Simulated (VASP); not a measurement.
Wanted: the native input for a VASP 6.6.1 run.

```yaml
Task: single point
Functional: PBE
Potentials_or_basis: VASP PAW PBE potentials, release 64 (Ga_d, O)
Cutoff: 520 eV
k_mesh: 4 × 4 × 4
Occupations: gaussian, width 0.1 eV
Spin: collinear spin, ferromagnetic start
Starting_moments: "[0.0, 0.0, 0.0, 1.0, 1.0] μB"
Dipole_correction: no
Further_INCAR_settings: ALGO = Normal; EDIFF = 1e-06; NBANDS = 38
```

The structure of Ga3O2 lies in POSCAR:

```
Ga3O2
1.0
    3.8656899400      0.0000000000      0.0000000000
    0.0000000000      3.8656899400      0.0000000000
    0.0000000000      0.0000000000      6.0035560100
Ga O
3 2
Direct
    0.0000000000      0.0000000000      0.6474508500
    0.0000000000      0.0000000000      0.3525491500
    0.5000000000      0.5000000000      0.5000000000
    0.0000000000      0.0000000000      0.1250947700
    0.0000000000      0.0000000000      0.8749052300
```

The input as run:

INCAR

```
SYSTEM = Ga3O2
PREC     = Accurate       ! precision mode
ENCUT    = 520            ! plane-wave cutoff, eV
EDIFF    = 1E-6           ! SCF threshold, eV
ISMEAR   = 0              ! smearing method
SIGMA    = 0.1            ! smearing width, eV
LREAL    = .False.        ! projectors in reciprocal space
LASPH    = .True.         ! aspherical terms in the spheres
NELM     = 150            ! most SCF steps
ALGO     = Normal         ! electronic algorithm
ISIF     = 2              ! what is computed and relaxed
LWAVE    = .False.        ! write WAVECAR
LCHARG   = .True.         ! write CHGCAR
ISPIN    = 2              ! spin polarisation
MAGMOM   = 0 0 0 1 1      ! initial moments
LORBIT   = 11             ! projections on sites
GGA      = PE             ! functional
LELF     = .True.         ! ELF
LVHAR    = .True.       
NBANDS   = 38             ! bands
```

KPOINTS

```
regular mesh
0
Gamma
  4 4 4
  0 0 0
```

Potentials or basis: VASP PAW PBE potentials, release 64 (Ga_d, O).

Launch:

```bash
$ cat potpaw_PBE.64/Ga_d/POTCAR potpaw_PBE.64/O/POTCAR > POTCAR
$ mpirun -np 1 vasp_std > vasp.out
```

It gave:

```json
{"Pressure": "71.0 GPa", "Largest force": "25.539 eV/Å", "Net moment": "0.00 μB per cell", "Valence electrons inside the program's atomic spheres": "Ga 13.20, 11.57; O 5.22"}
```

Caveat: the k points lie up to 0.41 Å⁻¹ apart; forces of over 1 eV/Å act on the atoms, so gaps and moduli don't describe the material at rest.

Run time: 68 s on 1 thread of Intel(R) Xeon(R) 6975P-C (Granite Rapids), with other jobs on the host, peak memory 0.27 GiB.
